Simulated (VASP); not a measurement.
Si2W3: single point with PBE

Crystal: Si2W3.

```xyz
10
Lattice="6.6300 0.0000 0.0000 0.0000 6.6300 0.0000 0.0000 0.0000 3.3123" Properties=species:S:1:pos:R:3 pbc="T T T"
Si    0.9257    4.2407    0.0000
Si    5.7758    2.4608    0.0000
Si    4.0989    5.6340    0.0000
Si    2.3190    0.7839    0.0000
W     3.3183    3.3284    0.0000
W     0.0134    0.0032    0.0000
W     4.3770    1.0619    1.6562
W     2.2618    5.5768    1.6562
W     1.0556    2.2555    1.6562
W     5.5705    4.3707    1.6562
```

This cell differs from its parent crystal: atoms displaced along a vibrational mode.

```
Program                : VASP 6.6.1
Task                   : single point
Functional             : PBE
Potentials or basis    : VASP PAW PBE potentials, release 64 (Si, W_sv)
Cutoff                 : 520 eV
k mesh                 : 6 × 6 × 12
Occupations            : gaussian, width 0.15 eV
Spin                   : no spin polarisation
Dipole correction      : no
Further INCAR settings : ALGO = Fast; EDIFF = 1e-06; NBANDS = 61
```

| Property | Result |
| --- | --- |
| Pressure | 1.5 GPa |
| Largest force | 2.551 eV/Å |
| Band gap on the k mesh | zero (bands 50 and 51 overlap by 1.59 eV) |

Forces in eV/Å, atoms in the order of the input:
```
Si  -0.625 -0.625  0.000
Si  -0.562 -0.562  0.000
Si   1.810  1.797  0.000
Si   1.797  1.810  0.000
W   -0.359 -1.534  0.000
W   -1.534 -0.359  0.000
W   -0.341 -0.341  0.000
W   -0.607 -0.607  0.000
W    0.232  0.188  0.000
W    0.188  0.232  0.000
```

Stress tensor (GPa, compression positive):
```
1.55 0.31 0.00
0.31 1.55 0.00
0.00 0.00 1.50
```

Levels at points of the mesh, in eV from the Fermi level:
```
           k point  band 46  band 47  band 48  band 49  band 50  band 51  band 52  band 53  band 54  band 55
(0.00, 0.00, 0.00)    -1.10    -0.88    -0.85    -0.58    -0.12    -0.09     0.12     0.65     0.85     1.03
(0.50, 0.00, 0.00)    -1.54    -1.02    -0.98    -0.85    -0.73    -0.59    -0.54     0.48     0.54     0.89
(0.50, 0.50, 0.00)    -1.81    -1.40    -1.40    -0.13    -0.08    -0.01     0.00     0.02     0.06     0.19
(0.00, 0.00, 0.50)    -2.05    -2.04    -1.54    -1.42    -1.40     1.47     1.78     1.85     1.99     2.09
(0.50, 0.00, 0.50)    -1.96    -0.45    -0.42     0.05     0.07     0.55     0.69     1.55     1.73     1.97
(0.50, 0.50, 0.50)    -2.99    -0.21    -0.20     0.97     1.00     1.30     1.33     1.38     1.43     1.64
```

Wall time 8 min on 1 thread of Intel(R) Xeon(R) 6975P-C (Granite Rapids), on a shared host, peak memory 0.65 GiB.

Caveat: the cell differs from its parent crystal (atoms displaced along a vibrational mode); spin-orbit coupling is left out, which moves the levels of the heavy elements; forces of over 1 eV/Å act on the atoms, so gaps and moduli don't describe the material at rest.
